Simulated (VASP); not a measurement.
The system is SiC (Moissanite).

```
Si C
1.0
     3.07600    0.00000    0.00000
    -1.53800    2.66389    0.00000
     0.00000    0.00000    5.04800
Si C
2 2
Cartesian
  0.0000 1.7759 0.0000
  1.5380 0.8880 2.5240
  0.0000 1.7759 1.9435
  1.5380 0.8880 4.4675
```

```yaml
Program: VASP 6.6.1
Task: relaxation of the atoms
Functional: PBE
Potentials_or_basis: VASP PAW PBE potentials, release 64 (Si, C)
Cutoff: 520 eV
k_mesh: 16 × 16 × 9
Occupations: fermi-dirac, width 0.02 eV
Spin: no spin polarisation
```

At the start: pressure 3.6 GPa; volume 10.34 Å³/atom.

Task: Where does the relaxation end?

Result: Over 3 steps the energy falls by 9.0 meV/atom; space group P6_3mc (No. 186, to 0.05 Å).

The path:
| step | energy change (eV) | largest force (eV/Å) | pressure (GPa) |
| --- | --- | --- | --- |
| 1 | 0.0000 | 0.7527 | 3.64 |
| 2 | -0.0233 | 0.4995 | 3.41 |
| 3 | -0.0362 | 0.0003 | 3.36 |

Final structure:
```
Si C
1.0
     3.07600    0.00000    0.00000
    -1.53800    2.66389    0.00000
     0.00000    0.00000    5.04800
Si C
2 2
Direct
  0.33333 0.66667 0.00459
  0.66667 0.33333 0.50459
  0.33333 0.66667 0.38041
  0.66667 0.33333 0.88041
```
